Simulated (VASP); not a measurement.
MgS, 2 atoms in the cell. It takes space group I4/mmm (No. 139, tetragonal). Conventional cell: a = 3.591 Å, b = 3.591 Å, c = 5.244 Å, α = 90.00°, β = 90.00°, γ = 90.00°. Mg (site symmetry 4/mmm) has 6 S at 2.54 to 2.62 Å within 3.4 Å. Within 3.4 Å of S (site symmetry 4/mmm) lie 6 Mg at 2.54 to 2.62 Å.  This cell differs from its parent crystal: in-plane strain -0.02.

- Program: VASP 6.6.1
- Task: single point
- Functional: PBEsol
- Potentials or basis: VASP PAW PBE potentials, release 64 (Mg, S)
- Cutoff: 520 eV
- k mesh: 8 × 8 × 8
- Occupations: gaussian, width 0.01 eV
- Spin: no spin polarisation
- Dipole correction: no
- Further INCAR settings: ALGO = Normal; EDIFF = 1e-07; NBANDS = 11

Potentials or basis: VASP PAW PBE potentials, release 64 (Mg, S).

Launch:

```sh
$ cat potpaw_PBE.64/Mg/POTCAR potpaw_PBE.64/S/POTCAR > POTCAR
$ mpirun -np 1 vasp_std > vasp.out
```

Hardware: 1 thread of Intel(R) Xeon(R) 6975P-C (Granite Rapids), on a shared host.

Task: How long does it take, and how much memory?

Result: Wall time 12 s on 1 thread of Intel(R) Xeon(R) 6975P-C (Granite Rapids) (shared host), peak memory 0.16 GiB. Counts: scf iterations 13, k points 59.
